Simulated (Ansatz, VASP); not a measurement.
## SrO: VASP beside Ansatz

```
Sr O
1.0
     0.00000    2.53234    2.53234
     2.53234    0.00000    2.53234
     2.53234    2.53234    0.00000
Sr O
1 1
Direct
  0.00000 0.00000 0.00000
  0.50000 0.50000 0.50000
```

Alike in both runs: task single point; functional LDA; k mesh 8 × 8 × 8; occupations gaussian, width 0.02 eV; no spin polarisation.

```csv
,VASP,Ansatz
version,VASP 6.6.1,Ansatz 0.2.0
potentials or method,"VASP PAW LDA potentials, release 64 (Sr_sv, O), cutoff 600 eV","scalar-relativistic, plane waves, PAW"
valence electrons in the cell,16,16
```

|  | VASP | Ansatz | Ansatz less VASP |
| --- | --- | --- | --- |
| gap on the k mesh at the Fermi level (eV) | 3.06 | 3.12 | +0.062 |
| least direct gap on the mesh (eV) | 3.11 | 3.16 | +0.053 |
| pressure (GPa) | 0.7 | 0.0 | -0.71 |

Ansatz warns that its potentials were made for another functional, while VASP's fit it. LDA's correlation is that of Perdew and Zunger in VASP and of Perdew and Wang (1992) in Ansatz.
